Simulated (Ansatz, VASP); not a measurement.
# One calculation of Ga, two programs

```
CELL_PARAMETERS angstrom
0.00000 2.11742 2.11742
2.11742 0.00000 2.11742
2.11742 2.11742 0.00000
ATOMIC_POSITIONS crystal
Ga 0.00000 0.00000 0.00000
```

Alike in both runs: task electric field gradients; functional PBE; k mesh 17 × 17 × 17; occupations fermi-dirac, width 0.05 eV; no spin polarisation.

|  | VASP | Ansatz |
| --- | --- | --- |
| version | VASP 6.6.1 | Ansatz 0.2.0 |
| potentials or method | VASP PAW PBE potentials, release 64 (Ga_d) | PAW with Ansatz's default frozen-core files, scalar-relativistic |
| plane-wave cutoff (eV) | 520 | 420 |
| valence electrons in the cell | 13 | 13 |

|  | VASP | Ansatz | Ansatz less VASP |
| --- | --- | --- | --- |
| pressure (GPa) | 0.1 | 0.0 | -0.08 |

The functional is the same, so the differences come from potentials, cutoffs and numerics.
